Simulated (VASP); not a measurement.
# GaF: single point with PBE

The system is GaF.

```
CELL_PARAMETERS angstrom
0.00000 2.57696 2.57696
2.57696 0.00000 2.57696
2.57696 2.57696 0.00000
ATOMIC_POSITIONS crystal
Ga 0.25000 0.25000 0.25000
F 0.00000 0.00000 0.00000
```

```
Program                : VASP 6.6.1
Task                   : single point
Functional             : PBE
Potentials or basis    : VASP PAW PBE potentials, release 64 (Ga_d, F)
Cutoff                 : 600 eV
k mesh                 : 9 × 9 × 9
Occupations            : gaussian, width 0.019 eV
Spin                   : no spin polarisation
Dipole correction      : no
Further INCAR settings : ALGO = Normal; EDIFF = 1e-06; NBANDS = 17
```

* Pressure: 14.5 GPa
* Band gap on the k mesh: 1.01 eV, direct

Levels at points of the mesh, in eV from the valence-band top:
```tsv
k point	band 7	band 8	band 9	band 10	band 11	band 12	band 13	band 14
(0.00, 0.00, 0.00)	-5.57	-5.57	-5.57	-5.38	6.68	6.68	6.68	11.26
```

Wall time 56 s on 1 thread of AMD EPYC 7R13, on a shared host, peak memory 0.15 GiB.

A k mesh can miss the band edges. As with any semilocal functional, this PBE gap is likely too small.
